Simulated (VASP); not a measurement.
Runs of VASP 6.6.1 on FeSi. The structure is that of space group P2_13 (No. 198), or close to it. The cells are those of the table. 

```csv
task,cell,k mesh for the DOS,occupations for the DOS,gap on the mesh (eV),pressure (GPa),largest force (eV/Å)
single point,"a = 4.478 Å, 8 atoms",-,-,0.16,-4.0,0.03
single point,"a = 4.448 Å, 8 atoms",-,-,0.16,0.2,0.03
single point,"a = 4.388 Å, 8 atoms",-,-,0.16,(b),0.04
single point,"a = 4.507 Å, 8 atoms",-,-,0.16,(a),0.03
```

Alike in all rows: level PBE; potentials or basis VASP PAW PBE potentials, release 64 (Fe, Si); no spin polarisation; k mesh 8 × 8 × 8; cutoff (eV) 520; smearing gaussian 0.05 eV.

Q: Fill in the values left out.

A: (a) -7.6; (b) 10.0.

A k mesh can miss the band edges.
